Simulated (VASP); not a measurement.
# La (Im-3m) in VASP: further runs

La is run at these levels: LDA; tasks: single point, relaxation of cell and atoms.

Program: VASP 6.6.1. These are calculated values, not measurements. Logs are shortened: lines on timing, memory, paths and dates and some standing lists are left out, and cuts for length are marked.

## 1. The cell of the first run

It takes space group Im-3m (No. 229, cubic). The conventional cell has a = 4.046 Å, b = 4.046 Å, c = 4.046 Å, α = 90.00°, β = 90.00°, γ = 90.00°. Within 4.6 Å of La (site symmetry m-3m) lie 14 La at 3.50 to 4.05 Å.

## 2. Single point, LDA

INCAR

```
PREC = Accurate
ENCUT = 520
EDIFF = 1E-6
ISMEAR = -1
SIGMA = 0.05
LREAL = False
LASPH = True
NELM = 60
ALGO = Normal
ISIF = 2
LWAVE = False
LCHARG = True
LELF = True
LVHAR = True
NBANDS = 12
```

KPOINTS

```
regular mesh
0
Gamma
  14 14 14
```

POSCAR

```
La
1.0
   -2.0232136209      2.0232136209      2.0232136209
    2.0232136209     -2.0232136209      2.0232136209
    2.0232136209      2.0232136209     -2.0232136209
La
1
Direct
    0.0000000000      0.0000000000      0.0000000000
```

Potentials or basis: VASP PAW LDA potentials, release 64 (La).

Run with:

```bash
cat potpaw_LDA.64/La/POTCAR > POTCAR
mpirun -np 1 vasp_std > vasp.out
```

OUTCAR:

```text
PREC = Accurate
   ENCUT = 520
   EDIFF = 1E-6
   ISMEAR = -1
   LREAL = False
   LASPH = True
   NELM = 60
   ISIF = 2

 ion  position               nearest neighbor table
   1  0.000  0.000  0.000-

  LATTYP: Found a body centered cubic cell.
 ALAT       =     4.0464272418

  Lattice vectors:

 A1 = (  -2.0232136209,   2.0232136209,   2.0232136209)
 A2 = (   2.0232136209,  -2.0232136209,   2.0232136209)
 A3 = (   2.0232136209,   2.0232136209,  -2.0232136209)

Analysis of symmetry for initial positions (statically):
=====================================================================
 Subroutine PRICEL returns:
 Original cell was already a primitive cell.

 Routine SETGRP: Setting up the symmetry group for a
 body centered cubic supercell.

 Subroutine GETGRP returns: Found 48 space group operations
 (whereof 48 operations were pure point group operations)
 out of a pool of 48 trial point group operations.

The static configuration has the point symmetry O_h .

Analysis of symmetry for dynamics (positions and initial velocities):
=====================================================================
 Subroutine PRICEL returns:
 Original cell was already a primitive cell.

 Routine SETGRP: Setting up the symmetry group for a
 body centered cubic supercell.

 Subroutine GETGRP returns: Found 48 space group operations
 (whereof 48 operations were pure point group operations)
 out of a pool of 48 trial point group operations.

The dynamic configuration has the point symmetry O_h .

 Subroutine INISYM returns: Found 48 space group operations
 (whereof 48 operations are pure point group operations),
 and found     1 'primitive' translations

----------------------------------------------------------------------------------------

                                     Primitive cell

  volume of cell :      33.1272

  direct lattice vectors                    reciprocal lattice vectors
    -2.023213621  2.023213621  2.023213621     0.000000000  0.247131590  0.247131590
     2.023213621 -2.023213621  2.023213621     0.247131590  0.000000000  0.247131590
     2.023213621  2.023213621 -2.023213621     0.247131590  0.247131590  0.000000000

  length of vectors
     3.504308786  3.504308786  3.504308786     0.349496847  0.349496847  0.349496847

  position of ions in fractional coordinates (direct lattice)
     0.000000000  0.000000000  0.000000000

  ion indices of the primitive-cell ions
   primitive index   ion index
                 1           1

----------------------------------------------------------------------------------------

 KPOINTS: regular mesh

Automatic generation of k-mesh.
 Grid dimensions read from file:
 generate k-points for:   14   14   14

 Generating k-lattice:

  Cartesian coordinates                     Fractional coordinates (reciprocal lattice)
     0.000000000  0.017652256  0.017652256     0.071428571  0.000000000  0.000000000
     0.017652256  0.000000000  0.017652256     0.000000000  0.071428571  0.000000000
     0.017652256  0.017652256  0.000000000     0.000000000  0.000000000  0.071428571

  Length of vectors
     0.024964060  0.024964060  0.024964060

  Shift w.r.t. Gamma in fractional coordinates (k-lattice)
     0.000000000  0.000000000  0.000000000

 Subroutine IBZKPT returns following result:
 ===========================================

 Found    104 irreducible k-points:

 Following reciprocal coordinates:
            Coordinates               Weight
  0.000000  0.000000  0.000000      1.000000
  0.071429  0.000000  0.000000     12.000000
  0.142857  0.000000  0.000000     12.000000
  0.214286  0.000000  0.000000     12.000000
  0.285714  0.000000  0.000000     12.000000
  0.357143  0.000000  0.000000     12.000000
[... 16 lines left out ...]
  0.285714  0.285714  0.000000     24.000000
  0.357143  0.285714  0.000000     24.000000
 [... further k-points ...]
   k-points           NKPTS =    104   k-points in BZ     NKDIM =    104   number of bands    NBANDS=     12
   number of dos      NEDOS =    301   number of ions     NIONS =      1
   total plane-waves  NPLWV =  21952
   dimension x,y,z NGX =    28 NGY =   28 NGZ =   28
   dimension x,y,z NGXF=    56 NGYF=   56 NGZF=   56
   ions per type =               1
   NGX,Y,Z   is equivalent  to a cutoff of  13.28, 13.28, 13.28 a.u.
   NGXF,Y,Z  is equivalent  to a cutoff of  26.57, 26.57, 26.57 a.u.
 SYSTEM =  unknown system
   PREC   = accura    normal or accurate (medium, high low for compatibility)
   ISTART =      0    job   : 0-new  1-cont  2-samecut
   ICHARG =      2    charge: 1-file 2-atom 10-const
   ISPIN  =      1    spin polarized calculation?
   LNONCOLLINEAR =      F non collinear calculations
   LSORBIT =      F    spin-orbit coupling
   LASPH  =      T    aspherical Exc in radial PAW
   ENCUT  =  520.0 eV  38.22 Ry    6.18 a.u.   6.52  6.52  6.52*2*pi/ulx,y,z
   NELM   =     60;   NELMIN=  2; NELMDL= -5     # of ELM steps
   EDIFF  = 0.1E-05   stopping-criterion for ELM
   LREAL  =      F    real-space projection
   EDIFFG = 0.1E-04   stopping-criterion for IOM
   NSW    =      0    number of steps for IOM
   IBRION =     -1    ionic relax: 0-MD 1-quasi-New 2-CG
   NFREE  =      0    steps in history (QN), initial steepest desc. (CG)
   ISIF   =      2    stress and relaxation
   ISYM   =      2    0-nonsym 1-usesym 2-fastsym
   POTIM  = 0.5000    time-step for ionic-motion
   TEBEG  =    0.0;   TEEND  =   0.0 temperature during run
   PSTRESS=    0.0 pullay stress
   NELECT =      11.0000    total number of electrons
   NUPDOWN=      -1.0000    fix difference up-down
   EMIN   =  10.00;   EMAX   =-10.00  energy-range for DOS
   EFERMI =   0.00;   METHOD = LEGACY
   ISMEAR =    -1;   SIGMA  =   0.05  broadening in eV -4-tet -1-fermi 0-gaus
   EFERMI_NEDOS =   21; number of points for ismear=-14 and -15
   IALGO  =     38    algorithm
   IMIX   =      4    mixing-type and parameters
     AMIX     =   0.40;   BMIX     =  1.00
     AMIX_MAG =   1.60;   BMIX_MAG =  1.00
  volume/ion in A,a.u.               =      33.13       223.55
  Fermi-wavevector in a.u.,A,eV,Ry     =   1.133646  2.142280 17.485560  1.285152
  Thomas-Fermi vector in A             =   2.270349
   LORBIT       =      0    0 simple, 1 ext, 2 COOP (PROOUT), +10 PAW based schemes
   GGA     = CA    functional components
   LHFCALC =     F    Hartree Fock is set to
   AEXX    =    0.0000 exact exchange contribution
   IVDW    =     0    specifies the selected vdW correction
   LEPSILON=     F    determine dielectric tensor
   LRPA    =     F    only Hartree local field effects (RPA)
 non-spin polarized calculation
  energy-cutoff  :      520.00
  volume of cell :       33.13
 maximum number of plane-waves:       935
 NGX is ok and might be reduce to    28
   NGX = 13   NGY = 13   NGZ = 13

 number of electron      11.0000000 magnetization

 Free energy of the ion-electron system (eV)
  ---------------------------------------------------
  ext. energy  EPLUGINS =         0.00000000
  ---------------------------------------------------
  free energy    TOTEN  =        -5.44605086 eV

  energy without entropy =       -5.42227901  energy(sigma->0) =       -5.43416493

 E-fermi :   8.7597     XC(G=0): -10.2373

 val. band max:        8.7426460654   @ k =  -0.3571  -0.4286   0.0714
 cond. band min:       8.7607236989   @ k =   0.2857   0.2143   0.0000
 fundamental gap:      0.0180776335
 Fermi energy:         8.7597147281

 k-point     1 :       0.0000    0.0000    0.0000
  band No.  band energies     occupation
      1     -23.8598      2.00000
      2      -6.5553      2.00000
      3      -6.5553      2.00000
      4      -6.5553      2.00000
      5       5.7205      2.00000
      6      10.2605      0.00000
      7      10.2605      0.00000
      8      10.2605      0.00000
      9      10.3629      0.00000
     10      10.3629      0.00000
     11      10.3629      0.00000
     12      11.1603      0.00000

 k-point     2 :       0.0714    0.0000    0.0000
  band No.  band energies     occupation
      1     -23.8443      2.00000
      2      -6.6675      2.00000
      3      -6.5872      2.00000
      4      -6.5570      2.00000
      5       5.9125      2.00000
      6       9.9708      0.00000
      7       9.9842      0.00000
      8      10.2544      0.00000
      9      10.4170      0.00000
     10      10.5697      0.00000
     11      10.5768      0.00000
     12      11.1502      0.00000

 k-point     3 :       0.1429    0.0000    0.0000
  band No.  band energies     occupation
      1     -23.8003      2.00000
      2      -6.9693      2.00000
      3      -6.6752      2.00000
      4      -6.5617      2.00000
      5       6.4137      2.00000
      6       9.6126      0.00000
      7       9.6205      0.00000
      8      10.2411      0.00000
      9      10.5175      0.00000
     10      10.7246      0.00000
     11      10.7475      0.00000
     12      11.0969      0.00000
[... 286 lines left out ...]
 k-point    23 :       0.2857    0.2857    0.0000
  band No.  band energies     occupation
      1     -23.5015      2.00000
      2      -8.1251      2.00000
      3      -7.6287      2.00000
      4      -6.7989      2.00000
      5       7.9286      2.00000
      6       8.9786      0.02478
      7       9.8241      0.00000
      8      10.5783      0.00000
      9      10.5845      0.00000
     10      10.8973      0.00000
     11      11.0058      0.00000
     12      11.1383      0.00000

 k-point    24 :       0.3571    0.2857    0.0000
  band No.  band energies     occupation
      1     -23.4909      2.00000
      2      -8.0582      2.00000
      3      -7.7700      2.00000
      4      -6.8086      2.00000
      5       7.9457      2.00000
      6       9.1631      0.00063
      7       9.7184      0.00000
      8      10.5561      0.00000
      9      10.6834      0.00000
     10      10.8451      0.00000
     11      11.0550      0.00000
     12      11.0665      0.00000

 [... further k-points ...]

------------------------ aborting loop because EDIFF is reached ----------------------------------------

  FORCE on cell =-STRESS in cart. coord.  units (eV):
  Direction    XX          YY          ZZ          XY          YZ          ZX
  --------------------------------------------------------------------------------------
  -------------------------------------------------------------------------------------
  Total       -0.0153141     -0.0153141     -0.0153141      0.0000000     -0.0000000      0.0000000
  in kB       -0.7406582     -0.7406582     -0.7406582      0.0000000     -0.0000000      0.0000000
  external PRESSURE =      -0.7406582 kB  Pullay stress =       0.0000000 kB

 VOLUME and BASIS-vectors are now :
 -----------------------------------------------------------------------------
  energy-cutoff  :      520.00
  volume of cell :       33.13
      direct lattice vectors                 reciprocal lattice vectors
    -2.023213621  2.023213621  2.023213621     0.000000000  0.247131590  0.247131590
     2.023213621 -2.023213621  2.023213621     0.247131590  0.000000000  0.247131590
     2.023213621  2.023213621 -2.023213621     0.247131590  0.247131590  0.000000000

 POSITION                                       TOTAL-FORCE (eV/Angst)
 -----------------------------------------------------------------------------------
      0.00000      0.00000      0.00000        -0.000000      0.000000      0.000000
 -----------------------------------------------------------------------------------
    total drift:                                0.000000     -0.000000     -0.000000

  FREE ENERGIE OF THE ION-ELECTRON SYSTEM (eV)
  ---------------------------------------------------
  free  energy   TOTEN  =        -5.4460508581 eV

  energy  without entropy=       -5.4222790095  energy(sigma->0) =       -5.43416493
```

Wall time 19 s (1 thread of Intel Xeon 6975P-C (Granite Rapids), shared host); peak memory 0.19 GiB.

What came out:

```yaml
Free_energy: -5.4461 eV
Pressure: -0.1 GPa
```

Caveat: spin-orbit coupling is left out, which moves the levels of the heavy elements.

## 3. Relaxation of cell and atoms, LDA

This run uses another cell than the first one, of 32.41 Å³/atom, 0.978 times its volume.

INCAR

```
PREC     = Accurate       # precision mode
ENCUT    = 600            # plane-wave cutoff, eV
EDIFF    = 1E-7           # SCF threshold, eV
ISMEAR   = -1             # smearing method
SIGMA    = 0.05           # smearing width, eV
LREAL    = F              # projectors in reciprocal space
LASPH    = T              # aspherical terms in the spheres
NELM     = 80             # most SCF steps
ALGO     = Normal         # electronic algorithm
ISIF     = 3              # what is computed and relaxed
LWAVE    = F              # write WAVECAR
LCHARG   = F              # write CHGCAR
GGA      = CA             # functional
IBRION   = 2              # ionic algorithm
NSW      = 60             # ionic steps
EDIFFG   = -0.005         # ionic threshold
```

KPOINTS

```
Automatic mesh
0
Gamma
  14 14 14
```

POSCAR

```
La
1.0
   -2.0084641287      2.0084641287      2.0084641287
    2.0084641287     -2.0084641287      2.0084641287
    2.0084641287      2.0084641287     -2.0084641287
La
1
Direct
    0.0000000000      0.0000000000      0.0000000000
```

Potentials or basis: VASP PAW LDA potentials, release 64 (La).

Run with:

```bash
cat potpaw_LDA.64/La/POTCAR > POTCAR
mpirun -np 1 vasp_std > vasp.out
```

Wall time 32 s (1 thread of Intel Xeon 6975P-C (Granite Rapids), shared host); peak memory 0.19 GiB.

Results (log left out):

| Item | Value |
| --- | --- |
| Free energy | -5.4461 eV |
| Relaxed volume | 33.06 Å³/atom |
| Relaxed cell | a = 3.502 Å, b = 3.502 Å, c = 3.502 Å, α = 109.47°, β = 109.47°, γ = 109.47° |
| Space group after relaxing (to 0.05 Å) | Im-3m (No. 229) |
| Energy gained by relaxing | 1.3 meV/atom |
| Ionic steps | 3 |
| Pressure after relaxing | 0.0 GPa |

The path:
| step | energy change (eV) | largest force (eV/Å) | pressure (GPa) | volume (Å³) |
| --- | --- | --- | --- | --- |
| 1 | 0.0000 | 0.0000 | 0.66 | 32.41 |
| 2 | -0.0013 | 0.0000 | 0.03 | 33.04 |
| 3 | -0.0013 | 0.0000 | 0.00 | 33.06 |

Final structure:
```
CELL_PARAMETERS angstrom
-2.02194 2.02194 2.02194
2.02194 -2.02194 2.02194
2.02194 2.02194 -2.02194
ATOMIC_POSITIONS crystal
La 0.00000 0.00000 0.00000
```

Levels at points of the mesh, in eV from the Fermi level:
```csv
k point,band 2,band 3,band 4,band 5,band 6,band 7,band 8,band 9
"(0.00, 0.00, 0.00)",-15.31,-15.31,-15.31,-3.04,1.50,1.50,1.50,1.61
"(0.50, 0.00, 0.00)",-17.24,-15.91,-15.34,-1.96,-0.31,1.52,1.71,1.94
"(0.50, 0.50, 0.50)",-16.60,-16.60,-16.60,-2.19,-2.19,1.68,1.92,1.92
```

Caveat: spin-orbit coupling is left out, which moves the levels of the heavy elements.

## 4. Relaxation of cell and atoms, LDA

INCAR

```
ALGO = Normal
EDIFF = 1E-7
EDIFFG = -0.005
ENCUT = 600
GGA = CA
IBRION = 2
ISIF = 3
ISMEAR = -1
LASPH = T
LCHARG = F
LREAL = F
LWAVE = F
NELM = 100
NSW = 45
PREC = Accurate
SIGMA = 0.05
```

KPOINTS

```
k-points
0
Gamma
  14 14 14
```

POSCAR

```
La
1.0
   -2.0232136209      2.0232136209      2.0232136209
    2.0232136209     -2.0232136209      2.0232136209
    2.0232136209      2.0232136209     -2.0232136209
La
1
Direct
    0.0000000000      0.0000000000      0.0000000000
```

Potentials or basis: VASP PAW LDA potentials, release 64 (La).

Run with:

```bash
cat potpaw_LDA.64/La/POTCAR > POTCAR
mpirun -np 1 vasp_std > vasp.out
```

OUTCAR:

```text
EDIFF = 1E-7
   EDIFFG = -0.005
   ENCUT = 600
   GGA = CA
   IBRION = 2
   ISIF = 3
   ISMEAR = -1
   LASPH = T
   LREAL = F
   NELM = 100
   NSW = 45
   PREC = Accurate

 ion  position               nearest neighbor table
   1  0.000  0.000  0.000-

  LATTYP: Found a body centered cubic cell.
 ALAT       =     4.0464272418

  Lattice vectors:

 A1 = (  -2.0232136209,   2.0232136209,   2.0232136209)
[... 514 lines left out ...]

 [... further k-points ...]

------------------------ aborting loop because EDIFF is reached ----------------------------------------

  FORCE on cell =-STRESS in cart. coord.  units (eV):
  Direction    XX          YY          ZZ          XY          YZ          ZX
  --------------------------------------------------------------------------------------
  -------------------------------------------------------------------------------------
  Total        0.0003261      0.0003261      0.0003261      0.0000000      0.0000000      0.0000000
  in kB        0.0157995      0.0157995      0.0157995      0.0000000      0.0000000      0.0000000
  external PRESSURE =       0.0157995 kB  Pullay stress =       0.0000000 kB

 VOLUME and BASIS-vectors are now :
 -----------------------------------------------------------------------------
  energy-cutoff  :      600.00
  volume of cell :       33.07
      direct lattice vectors                 reciprocal lattice vectors
    -2.021989570  2.021989570  2.021989570     0.000000000  0.247281196  0.247281196
     2.021989570 -2.021989570  2.021989570     0.247281196  0.000000000  0.247281196
     2.021989570  2.021989570 -2.021989570     0.247281196  0.247281196  0.000000000

 POSITION                                       TOTAL-FORCE (eV/Angst)
 -----------------------------------------------------------------------------------
      2.02199      2.02199     -2.02199        -0.000000      0.000000     -0.000000
 -----------------------------------------------------------------------------------
    total drift:                               -0.000000      0.000000      0.000000

  FREE ENERGIE OF THE ION-ELECTRON SYSTEM (eV)
  ---------------------------------------------------
  free  energy   TOTEN  =        -5.4461570410 eV

  energy  without entropy=       -5.4224098207  energy(sigma->0) =       -5.43428343

 reached required accuracy - stopping structural energy minimisation
```

CONTCAR:

```text
La
   1.00000000000000
    -2.0219895696651777    2.0219895696651777    2.0219895696651777
     2.0219895696651777   -2.0219895696651777    2.0219895696651777
     2.0219895696651777    2.0219895696651777   -2.0219895696651777
  La
     1
Direct
     0.0000000000000000    0.0000000000000000    1.0000000000000000

  0.00000000E+00  0.00000000E+00  0.00000000E+00
```

Run time: 25 s. Hardware: 1 thread of Intel Xeon 6975P-C (Granite Rapids), shared host; peak memory 0.19 GiB.

Results:

```
Free energy                            : -5.4462 eV
Relaxed volume                         : 33.07 Å³/atom
Relaxed cell                           : a = 3.502 Å, b = 3.502 Å, c = 3.502 Å, α = 109.47°, β = 109.47°, γ = 109.47°
Space group after relaxing (to 0.05 Å) : Im-3m (No. 229)
Energy gained by relaxing              : 0.0 meV/atom
Ionic steps                            : 2
Pressure after relaxing                : 0.0 GPa
```

Final structure:
```xyz
1
Lattice="-2.0220 2.0220 2.0220 2.0220 -2.0220 2.0220 2.0220 2.0220 -2.0220" Properties=species:S:1:pos:R:3 pbc="T T T"
La    2.0220    2.0220   -2.0220
```

Caveat: spin-orbit coupling is left out, which moves the levels of the heavy elements.

## 5. Summary

| task | cell | cutoff (eV) | gap on the mesh (eV) | pressure (GPa) | relaxed volume (Å³/atom) |
| --- | --- | --- | --- | --- | --- |
| single point | a = 3.504 Å, angles 109.5°, 1 atom | 520 | none | -0.1 | - |
| relaxation of cell and atoms | relaxed from a = 3.479 Å, angles 109.5°, 1 atom | 600 | none | 0.0 | 33.06 |
| relaxation of cell and atoms | relaxed from a = 3.504 Å, angles 109.5°, 1 atom | 600 | none | 0.0 | 33.07 |

Alike in all rows: level LDA; potentials or basis VASP PAW LDA potentials, release 64 (La); no spin polarisation; k mesh 14 × 14 × 14; smearing fermi-dirac 0.05 eV.

Caveats: spin-orbit coupling is left out, which moves the levels of the heavy elements.

Absolute energies hang on the potentials; compare differences alone.
